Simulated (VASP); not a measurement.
The system is ZrH6Pb2.

```xyz
9
Lattice="0.0000 3.8962 3.8962 3.8962 0.0000 3.8962 3.8962 3.8962 0.0000" Properties=species:S:1:pos:R:3 pbc="T T T"
Zr    0.0000    0.0000    0.0000
H     1.8451    3.8962    3.8962
H     3.8962    1.8451    3.8962
H     5.9473    3.8962    3.8962
H     3.8962    5.9473    3.8962
H     3.8962    3.8962    1.8451
H     3.8962    3.8962    5.9473
Pb    1.9481    1.9481    1.9481
Pb    5.8443    5.8443    5.8443
```

```yaml
Program: VASP 6.6.1
Task: relaxation of cell and atoms
Functional: PBE
Potentials_or_basis: VASP PAW PBE potentials, release 64 (Zr_sv, H, Pb_d)
Cutoff: 600 eV
k_mesh: 4 × 4 × 4
Occupations: gaussian, width 0.1 eV
Spin: no spin polarisation
```

At the start: pressure 5.2 GPa; volume 13.14 Å³/atom.

Where does the relaxation end?

Over 7 steps the energy falls by 66.5 meV/atom and the volume is 12.84 Å³/atom (-2.3 %); space group Fm-3m (No. 225, to 0.05 Å).

The path:
```csv
step,energy change (eV),largest force (eV/Å),pressure (GPa),volume (Å³)
1,0.0000,1.4460,5.17,118.29
2,-0.4516,0.3700,-1.32,125.70
3,-0.4585,0.2461,-2.06,126.76
4,-0.5141,0.2087,-1.56,123.91
5,-0.5945,0.1012,0.36,115.79
6,-0.5951,0.0899,0.59,114.97
7,-0.5981,0.0291,-0.16,115.59
```

Final structure:
```yaml
crystal:
  lattice:
    - [0.00000, 3.86633, 3.86633]
    - [3.86633, 0.00000, 3.86633]
    - [3.86633, 3.86633, 0.00000]
  atoms:
    - { symbol: Zr, position: [0.00000, 0.00000, 0.00000] }
    - { symbol: H, position: [0.74233, 0.25767, 0.25767] }
    - { symbol: H, position: [0.25767, 0.74233, 0.25767] }
    - { symbol: H, position: [0.25767, 0.74233, 0.74233] }
    - { symbol: H, position: [0.74233, 0.25767, 0.74233] }
    - { symbol: H, position: [0.25767, 0.25767, 0.74233] }
    - { symbol: H, position: [0.74233, 0.74233, 0.25767] }
    - { symbol: Pb, position: [0.25000, 0.25000, 0.25000] }
    - { symbol: Pb, position: [0.75000, 0.75000, 0.75000] }
```
